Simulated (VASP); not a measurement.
A run of VASP 6.6.1 is set up as follows.

Contents of POSCAR:

```
InP
1.0
    0.0000000000      2.9537876425      2.9537876425
    2.9537876425      0.0000000000      2.9537876425
    2.9537876425      2.9537876425      0.0000000000
In P
1 1
Direct
    0.0000000000      0.0000000000      0.0000000000
    0.2500000000      0.2500000000      0.2500000000
```

File INCAR.step1:

```
  PREC = Accurate
  ENCUT = 520
  EDIFF = 1E-5
  ISMEAR = 0
  SIGMA = 0.01
  LREAL = False
  LASPH = True
  NELM = 80
  ALGO = Normal
  ISIF = 2
  LWAVE = True
  LCHARG = False
  GGA = PE
  NBANDS = 16
```

The input INCAR.step2:

```
  PREC = Accurate
  ENCUT = 520
  EDIFF = 1E-6
  ISMEAR = 0
  SIGMA = 0.01
  LREAL = False
  LASPH = True
  NELM = 80
  ALGO = Normal
  ISIF = 2
  LWAVE = False
  LCHARG = False
  GGA = PE
  LHFCALC = True
  HFSCREEN = 0.2079
  PRECFOCK = Normal
  ISTART = 1
  NBANDS = 16
```

File KPOINTS:

```
Automatic mesh
0
Gamma
  6 6 6
```

Potentials or basis: VASP PAW PBE potentials, release 64 (In_d, P).

Launch:

```sh
$ cat potpaw_PBE.64/In_d/POTCAR potpaw_PBE.64/P/POTCAR > POTCAR
$ cp INCAR.step1 INCAR
$ mpirun -np 1 vasp_std > vasp.out
$ cp INCAR.step2 INCAR
$ mpirun -np 1 vasp_std > vasp.out
```

Q: Predict the pressure.

A: -0.4 GPa.

Q: Predict the band gap on the k mesh.

A: 1.35 eV.

Caveat: the PAW data sets were made with another functional, which shifts forces and pressure a little; spin-orbit coupling is left out, which moves the levels of the heavy elements.
